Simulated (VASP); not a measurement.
A run of VASP 6.6.1 is set up as follows.

The input POSCAR:

```
CaO
1.0
    0.0000000000      2.6067317416      2.6067317416
    2.6067317416      0.0000000000      2.6067317416
    2.6067317416      2.6067317416      0.0000000000
Ca O
1 1
Direct
    0.0000000000      0.0000000000      0.0000000000
    0.2500000000      0.2500000000      0.2500000000
```

The input INCAR.step1:

```
SYSTEM = CaO
ALGO = Normal ; EDIFF = 1E-4
ENCUT = 520 ; GGA = PE
ISMEAR = 0 ; LASPH = .True.
LCHARG = .False. ; LREAL = .False.
LWAVE = .True. ; NBANDS = 15
NELM = 60 ; PREC = Accurate
SIGMA = 0.01
```

Contents of INCAR.step2:

```
SYSTEM = CaO
ALGO = Normal ; EDIFF = 1E-7
ENCUT = 520 ; ISIF = 2
ISMEAR = 0 ; ISTART = 1
LASPH = .True. ; LCHARG = .False.
LMIXTAU = .True. ; LREAL = .False.
LWAVE = .False. ; METAGGA = R2SCAN
NBANDS = 15 ; NELM = 60
PREC = Accurate ; SIGMA = 0.01
```

The input KPOINTS:

```
k-points
0
Gamma
  8 8 8
  0 0 0
```

Potentials or basis: VASP PAW PBE potentials, release 64 (Ca_sv, O).

Run with:

```sh
$ cat potpaw_PBE.64/Ca_sv/POTCAR potpaw_PBE.64/O/POTCAR > POTCAR
$ cp INCAR.step1 INCAR
$ mpirun -np 1 vasp_std > vasp.out
$ cp INCAR.step2 INCAR
$ mpirun -np 1 vasp_std > vasp.out
```

(1) What does it give for the band gap on the k mesh?

(2) Predict the pressure.

Results:

(1) 3.73 eV (least direct gap 4.36 eV).

(2) 0.9 GPa.

Caveat: the PAW data sets were made with another functional, which shifts forces and pressure a little.
